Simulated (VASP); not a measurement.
NbTe:

```
Te Nb
1.0
     3.77560    0.00000    0.00000
    -1.88780    3.26977    0.00000
     0.00000    0.00000    3.76666
Te Nb
1 1
Direct
  0.66667 0.33333 0.00000
  0.00000 0.00000 0.50000
```

Program: VASP 6.6.1. Alike in all runs: task single point; no spin polarisation; cell as given; k mesh 8 × 8 × 7; cutoff (eV) 520; smearing fermi-dirac 0.05 eV.

Order these runs on this cell by their pressure, lowest first.
A. level r2SCAN; potentials or basis VASP PAW PBE potentials, release 64 (Te, Nb_sv)
B. level PBEsol; potentials or basis VASP PAW PBE potentials, release 64 (Te, Nb_sv)
C. level LDA; potentials or basis VASP PAW LDA potentials, release 64 (Te, Nb_sv)

C (-12.9 GPa), B (-10.9 GPa), A (-7.7 GPa).

Caveats: the PAW data sets were made with another functional, which shifts forces and pressure a little (some runs).
